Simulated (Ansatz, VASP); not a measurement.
One calculation of CoO, two programs

INCAR

```
PREC = Accurate
ENCUT = 520
EDIFF = 1E-6
ISMEAR = -1
SIGMA = 0.05
LREAL = F
LASPH = T
NELM = 150
ALGO = Normal
ISIF = 2
LWAVE = F
LCHARG = F
ISPIN = 2
MAGMOM = 2 2 0 0
LORBIT = 11
LMAXMIX = 4
NBANDS = 27
```

File KPOINTS:

```
regular mesh
0
Gamma
  10 10 5
```

POSCAR

```
CoO
1.0
    3.2188228225      0.0000000000      0.0000000000
   -1.6094114113      2.7875823346      0.0000000000
    0.0000000000      0.0000000000      5.2633379358
Co O
2 2
Direct
    0.3333333333      0.6666666667      0.5033624100
    0.0000000000      0.0000000000      0.0034741400
    0.3333333333      0.6666666667      0.8715556000
    0.0000000000      0.0000000000      0.3716088500
```

Contents of input.yaml:

```yaml
crystal:
  lattice:
    - [3.2188228225, 0.0, 0.0]
    - [-1.6094114113, 2.7875823346, 0.0]
    - [0.0, 0.0, 5.2633379358]
  atoms:
    - { symbol: Co, position: [0.3333333333, 0.6666666667, 0.50336241], spin: 2.0 }
    - { symbol: Co, position: [0.0, 0.0, 0.00347414], spin: 2.0 }
    - { symbol: O, position: [0.3333333333, 0.6666666667, 0.8715556] }
    - { symbol: O, position: [0.0, 0.0, 0.37160885] }
hamiltonian:
  xc: lda
  pseudopotentials: { kind: paw }
magnetization:
  spin_polarized: true
kpoints:
  mp_grid: { grid: [10, 10, 5] }
scf:
  occupations: { method: fermi_dirac, width: 0.05 }
output:
  forces: true
  stress: true
  eigenvalues: true
  write_density: true
  write_potential: true
  elf: true
  volumetric_format: npy
```

Alike in both runs: task single point; functional LDA; k mesh 10 × 10 × 5; occupations fermi-dirac, width 0.05 eV; collinear spin.

|  | VASP | Ansatz |
| --- | --- | --- |
| version | VASP 6.6.1 | Ansatz 0.2.0 |
| potentials or method | VASP PAW LDA potentials, release 64 (Co, O) | Ansatz PAW |
| plane-wave cutoff (eV) | 520 | 420 |
| valence electrons in the cell | 30 | 46 |

```tsv
	VASP	Ansatz	Ansatz less VASP
gap on the k mesh at the Fermi level (eV)	none	none	-
pressure (GPa)	-17.7	-19.7	-2.04
traceless stress, the component that is largest in VASP (GPa)	2.10	1.40	-0.697
rms of the force components (eV/Å)	0.130	0.031	-0.0987
net moment per atom (μB)	1.37	0.00	-1.373
size of the moment on the site where the two differ most (μB)	2.35	2.02	-0.327
```

The net moments are unlike, so the other rows may belong to different states. LDA's correlation is that of Perdew and Zunger in VASP and of Perdew and Wang (1992) in Ansatz. Site moments also hang on the region over which each program counts them. Atom by atom the forces differ by 0.162 eV/Å (rms over components). A gap of «none» marks a metal or a gap that the smearing closes. VASP's potentials hold 30 valence electrons a cell and Ansatz's 46, so a difference there can come from the potentials and not from the codes.
